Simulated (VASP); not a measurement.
# Si (P6mm) in VASP: notebook

Runs on Si. Level: PBE. Tasks: single point.

Everything below comes from runs of VASP 6.6.1. Logs are shortened: lines on timing, memory, paths and dates and some standing lists are left out, and cuts for length are marked.

### Step 1. The cell of the first run

It takes space group P6mm (No. 183, hexagonal). Conventional cell: a = 5.284 Å, b = 5.284 Å, c = 4.994 Å, α = 90.00°, β = 90.00°, γ = 120.00°. Si (site symmetry 6mm) has 8 Si at 2.32 to 2.67 Å within 3.1 Å. Within 3.1 Å of Si (site symmetry 6mm) lie 8 Si at 2.32 to 2.67 Å. Si (site symmetry 2mm) has 8 Si at 2.50 to 2.65 Å within 3.3 Å. Si (site symmetry 2mm) has 8 Si at 2.50 to 2.64 Å within 3.3 Å.

### Step 2. Single point, PBE (atom 1 (Si) moved +0.175 Å towards its neighbour atom 2 (Si) at 2.497 Å)

Contents of INCAR:

```
  ALGO = Normal
  EDIFF = 1E-6
  ENCUT = 520
  GGA = PE
  ISIF = 2
  ISMEAR = 0
  LASPH = T
  LCHARG = T
  LELF = T
  LREAL = F
  LVHAR = T
  LWAVE = F
  NBANDS = 26
  NELM = 100
  PREC = Accurate
  SIGMA = 0.15
```

Contents of KPOINTS:

```
k-points
0
Gamma
  12 12 12
```

Contents of POSCAR:

```
Si
1.0
    0.0000000000      0.0000000000      4.9938171177
    5.2842308228      0.0000000000      0.0000000000
   -2.6421154115      4.5762781320      0.0000000000
Si
8
Direct
   -0.0350433338      0.0000000000      0.0000000000
    0.5000000000      0.0000000000      0.0000000000
    0.0000000000      0.0000000000      0.5000000000
    0.5000000000      0.0000000000      0.5000000000
    0.0000000000      0.5000000000      0.0000000000
    0.5000000000      0.5000000000      0.0000000000
    0.0000000000      0.5000000000      0.5000000000
    0.5000000000      0.5000000000      0.5000000000
```

Potentials or basis: VASP PAW PBE potentials, release 64 (Si).

Launch:

```
> cat potpaw_PBE.64/Si/POTCAR > POTCAR
> mpirun -np 1 vasp_std > vasp.out
```

OUTCAR:

```text
EDIFF = 1E-6
   ENCUT = 520
   GGA = PE
   ISIF = 2
   ISMEAR = 0
   LASPH = T
   LREAL = F
   NELM = 100
   PREC = Accurate

 ion  position               nearest neighbor table
   1  0.965  0.000  0.000-   2 2.32   7 2.65   7 2.65   5 2.65   5 2.65   3 2.65   3 2.65   2 2.67

   2  0.500  0.000  0.000-   1 2.32   8 2.64   8 2.64   6 2.64   6 2.64   4 2.64   4 2.64   1 2.67

   3  0.000  0.000  0.500-   4 2.50   4 2.50   5 2.64   5 2.64   7 2.64   7 2.64   1 2.65   1 2.65
[... 7 lines left out ...]
   7  0.000  0.500  0.500-   8 2.50   8 2.50   3 2.64   3 2.64   5 2.64   5 2.64   1 2.65   1 2.65

   8  0.500  0.500  0.500-   7 2.50   7 2.50   2 2.64   2 2.64   4 2.64   4 2.64   6 2.64   6 2.64

  LATTYP: Found a hexagonal cell.
 ALAT       =     5.2842308228
 C/A-ratio  =     0.9450414422

  Lattice vectors:

 A1 = (   5.2842308228,   0.0000000000,   0.0000000000)
 A2 = (  -2.6421154115,   4.5762781320,   0.0000000000)
 A3 = (   0.0000000000,   0.0000000000,   4.9938171177)

Analysis of symmetry for initial positions (statically):
=====================================================================
 Subroutine PRICEL returns:
 Original cell was already a primitive cell.

 Routine SETGRP: Setting up the symmetry group for a
 hexagonal supercell.

 Subroutine GETGRP returns: Found 12 space group operations
 (whereof 12 operations were pure point group operations)
 out of a pool of 24 trial point group operations.

The static configuration has the point symmetry C_6v.

Analysis of symmetry for dynamics (positions and initial velocities):
=====================================================================
 Subroutine PRICEL returns:
 Original cell was already a primitive cell.

 Routine SETGRP: Setting up the symmetry group for a
 hexagonal supercell.

 Subroutine GETGRP returns: Found 12 space group operations
 (whereof 12 operations were pure point group operations)
 out of a pool of 24 trial point group operations.

The dynamic configuration has the point symmetry C_6v.

 Subroutine INISYM returns: Found 12 space group operations
 (whereof 12 operations are pure point group operations),
 and found     1 'primitive' translations

----------------------------------------------------------------------------------------

                                     Primitive cell

  volume of cell :     120.7610

  direct lattice vectors                    reciprocal lattice vectors
     0.000000000  0.000000000  4.993817118     0.000000000  0.000000000  0.200247621
[... 106 lines left out ...]
   POTIM  = 0.5000    time-step for ionic-motion
   TEBEG  =    0.0;   TEEND  =   0.0 temperature during run
   PSTRESS=    0.0 pullay stress
   NELECT =      32.0000    total number of electrons
   NUPDOWN=      -1.0000    fix difference up-down
   EMIN   =  10.00;   EMAX   =-10.00  energy-range for DOS
   EFERMI =   0.00;   METHOD = LEGACY
   ISMEAR =     0;   SIGMA  =   0.15  broadening in eV -4-tet -1-fermi 0-gaus
   EFERMI_NEDOS =   21; number of points for ismear=-14 and -15
   IALGO  =     38    algorithm
   IMIX   =      4    mixing-type and parameters
     AMIX     =   0.40;   BMIX     =  1.00
     AMIX_MAG =   1.60;   BMIX_MAG =  1.00
  volume/ion in A,a.u.               =      15.10       101.87
  Fermi-wavevector in a.u.,A,eV,Ry     =   1.051516  1.987077 15.043770  1.105686
  Thomas-Fermi vector in A             =   2.186562
   LORBIT       =      0    0 simple, 1 ext, 2 COOP (PROOUT), +10 PAW based schemes
   GGA     = PE    functional components
   LHFCALC =     F    Hartree Fock is set to
   AEXX    =    0.0000 exact exchange contribution
   IVDW    =     0    specifies the selected vdW correction
   LEPSILON=     F    determine dielectric tensor
   LRPA    =     F    only Hartree local field effects (RPA)
 non-spin polarized calculation
 Gauss-broadening in eV      SIGMA  =   0.15
  energy-cutoff  :      520.00
  volume of cell :      120.76
 maximum number of plane-waves:      3282
 NGX is ok and might be reduce to    40
   NGX = 19   NGY = 19   NGZ = 19

 number of electron      31.9999998 magnetization

 Free energy of the ion-electron system (eV)
  ---------------------------------------------------
  ext. energy  EPLUGINS =         0.00000000
  ---------------------------------------------------
  free energy    TOTEN  =       -40.84168265 eV

  energy without entropy =      -40.80780554  energy(sigma->0) =      -40.82474410

 E-fermi :   9.3514     XC(G=0): -10.9505

 val. band max:        9.3485730828   @ k =   0.1667   0.2500   0.2500
 cond. band min:       9.3638200626   @ k =   0.3333   0.3333   0.1667
 fundamental gap:      0.0152469798
 Fermi energy:         9.3513829925

 k-point     1 :       0.0000    0.0000    0.0000
  band No.  band energies     occupation
      1      -4.5750      2.00000
      2       0.1567      2.00000
      3       1.5778      2.00000
      4       1.7900      2.00000
      5       1.7900      2.00000
      6       2.4450      2.00000
[... 685 lines left out ...]
     25      14.6827      0.00000
     26      14.6847      0.00000

 [... further k-points ...]

------------------------ aborting loop because EDIFF is reached ----------------------------------------

  FORCE on cell =-STRESS in cart. coord.  units (eV):
  Direction    XX          YY          ZZ          XY          YZ          ZX
  --------------------------------------------------------------------------------------
  -------------------------------------------------------------------------------------
  Total        0.3692531      0.3692531      0.3621502     -0.0000000      0.0000000      0.0000000
  in kB        4.8990055      4.8990055      4.8047688     -0.0000000      0.0000000      0.0000000
  external PRESSURE =       4.8675933 kB  Pullay stress =       0.0000000 kB

 VOLUME and BASIS-vectors are now :
 -----------------------------------------------------------------------------
  energy-cutoff  :      520.00
  volume of cell :      120.76
      direct lattice vectors                 reciprocal lattice vectors
     0.000000000  0.000000000  4.993817118     0.000000000  0.000000000  0.200247621
     5.284230823  0.000000000  0.000000000     0.189242301  0.109259093  0.000000000
    -2.642115411  4.576278132  0.000000000     0.000000000  0.218518187  0.000000000

 POSITION                                       TOTAL-FORCE (eV/Angst)
 -----------------------------------------------------------------------------------
      0.00000      0.00000      4.81882        -0.000000      0.000000      1.279904
      0.00000      0.00000      2.49691         0.000000     -0.000000     -1.011926
     -1.32106      2.28814      0.00000         0.000000     -0.000000      0.009409
     -1.32106      2.28814      2.49691         0.000000     -0.000000     -0.098736
      2.64212      0.00000      0.00000         0.000000     -0.000000      0.009409
      2.64212      0.00000      2.49691         0.000000     -0.000000     -0.098736
      1.32106      2.28814      0.00000         0.000000     -0.000000      0.009409
      1.32106      2.28814      2.49691         0.000000     -0.000000     -0.098736
 -----------------------------------------------------------------------------------
    total drift:                                0.000000     -0.000000     -0.000016

  FREE ENERGIE OF THE ION-ELECTRON SYSTEM (eV)
  ---------------------------------------------------
  free  energy   TOTEN  =       -40.8416826516 eV

  energy  without entropy=      -40.8078055390  energy(sigma->0) =      -40.82474410
```

OSZICAR:

```text
N       E                     dE             d eps       ncg     rms          rms(c)
DAV:   1     0.563457192611E+02    0.56346E+02   -0.12537E+04  6916   0.104E+03
DAV:   2    -0.366259662991E+02   -0.92972E+02   -0.85905E+02  8552   0.151E+02
DAV:   3    -0.408691228321E+02   -0.42432E+01   -0.41082E+01  9062   0.274E+01
DAV:   4    -0.409193753262E+02   -0.50252E-01   -0.50089E-01  8428   0.362E+00
DAV:   5    -0.409199218201E+02   -0.54649E-03   -0.54614E-03  8934   0.347E-01    0.814E+00
DAV:   6    -0.408645541036E+02    0.55368E-01   -0.46502E-02  8472   0.102E+00    0.471E+00
DAV:   7    -0.408422854676E+02    0.22269E-01   -0.64391E-02  8496   0.116E+00    0.392E-01
DAV:   8    -0.408416705230E+02    0.61494E-03   -0.78085E-03  8066   0.434E-01    0.249E-01
DAV:   9    -0.408416745143E+02   -0.39913E-05   -0.52918E-04  8828   0.112E-01    0.110E-01
DAV:  10    -0.408416846244E+02   -0.10110E-04   -0.35673E-05  8552   0.301E-02    0.305E-02
DAV:  11    -0.408416832638E+02    0.13606E-05   -0.46532E-06  8510   0.109E-02    0.857E-03
DAV:  12    -0.408416826516E+02    0.61223E-06   -0.12421E-06  4632   0.510E-03
   1 F= -.40841683E+02 E0= -.40824744E+02  d E =-.338771E-01
```

Run time: 6.1 min. Hardware: 1 thread of Intel Xeon 8259CL, shared host; peak memory 0.42 GiB.

What came out:

- Free energy: -40.8417 eV
- Pressure: 0.5 GPa
- Largest force: 1.280 eV/Å
- Band gap on the k mesh: zero (bands 16 and 17 overlap by 3.42 eV)

Forces on the atoms (eV/Å):
```
Si   0.000  0.000  1.280
Si   0.000  0.000 -1.012
Si   0.000  0.000  0.009
Si   0.000  0.000 -0.099
Si   0.000  0.000  0.009
Si   0.000  0.000 -0.099
Si   0.000  0.000  0.009
Si   0.000  0.000 -0.099
```

Levels at points of the mesh, in eV from the Fermi level:
```csv
k point,band 14,band 15,band 16,band 17,band 18,band 19
"(0.00, 0.00, 0.00)",-2.10,-2.10,-2.02,-2.02,-1.99,1.50
"(0.50, 0.00, 0.00)",-5.21,-1.31,-1.05,3.42,3.93,3.93
"(0.00, 0.50, 0.00)",-2.31,-1.73,-1.73,0.94,0.95,1.85
"(0.50, 0.50, 0.00)",-0.56,-0.40,-0.35,-0.26,-0.02,0.06
```

Caveat: the cell differs from its parent crystal (atom 1 (Si) moved +0.175 Å towards its neighbour atom 2 (Si) at 2.497 Å); forces of over 1 eV/Å act on the atoms, so gaps and moduli don't describe the material at rest.

### Step 3. Single point, PBE (atom 1 (Si) moved +0.125 Å towards its neighbour atom 2 (Si) at 2.497 Å)

Contents of INCAR:

```
SYSTEM = Si
  PREC = Accurate
  ENCUT = 520
  EDIFF = 1E-6
  ISMEAR = 0
  SIGMA = 0.15
  LREAL = .FALSE.
  LASPH = .TRUE.
  NELM = 60
  ALGO = Normal
  ISIF = 2
  LWAVE = .FALSE.
  LCHARG = .FALSE.
  GGA = PE
  NBANDS = 26
```

Contents of KPOINTS:

```
Automatic mesh
0
G
  12 12 12
  0 0 0
```

Edit POSCAR of step 2 so:

```diff
@@ -8,3 +8,3 @@
 Direct
-   -0.0350433338      0.0000000000      0.0000000000
+   -0.0250309527      0.0000000000      0.0000000000
     0.5000000000      0.0000000000      0.0000000000
```

Potentials or basis: VASP PAW PBE potentials, release 64 (Si).

Launch:

```
> cat potpaw_PBE.64/Si/POTCAR > POTCAR
> mpirun -np 1 vasp_std > vasp.out
```

Run time: 5.8 min. Hardware: 1 thread of Intel Xeon 8259CL, shared host; peak memory 0.42 GiB.

It converged, with:

* Free energy: -40.8942 eV
* Pressure: 0.2 GPa
* Largest force: 0.833 eV/Å
* Band gap on the k mesh: zero (bands 16 and 17 overlap by 3.49 eV)

Forces on the atoms (eV/Å):
```
Si   0.000  0.000  0.833
Si   0.000  0.000 -0.644
Si   0.000  0.000  0.005
Si   0.000  0.000 -0.068
Si   0.000  0.000  0.005
Si   0.000  0.000 -0.068
Si   0.000  0.000  0.005
Si   0.000  0.000 -0.068
```

Stress tensor (GPa, compression positive):
```
 0.57  0.00  0.00
 0.00  0.57  0.00
 0.00  0.00 -0.43
```

Levels at points of the mesh, in eV from the Fermi level:
| k point | band 12 | band 13 | band 14 | band 15 | band 16 | band 17 | band 18 | band 19 | band 20 | band 21 |
| --- | --- | --- | --- | --- | --- | --- | --- | --- | --- | --- |
| (0.00, 0.00, 0.00) | -2.92 | -2.11 | -2.09 | -2.09 | -2.03 | -2.03 | -2.00 | 1.53 | 1.53 | 1.56 |
| (0.50, 0.00, 0.00) | -5.38 | -5.26 | -5.26 | -1.28 | -1.09 | 3.57 | 3.94 | 3.94 | 3.99 | 3.99 |
| (0.00, 0.50, 0.00) | -2.65 | -2.47 | -2.38 | -1.73 | -1.72 | 0.95 | 0.96 | 1.84 | 1.85 | 2.90 |
| (0.50, 0.50, 0.00) | -1.27 | -0.60 | -0.54 | -0.42 | -0.38 | -0.19 | -0.01 | 0.04 | 0.25 | 2.81 |

Caveat: the cell differs from its parent crystal (atom 1 (Si) moved +0.125 Å towards its neighbour atom 2 (Si) at 2.497 Å).
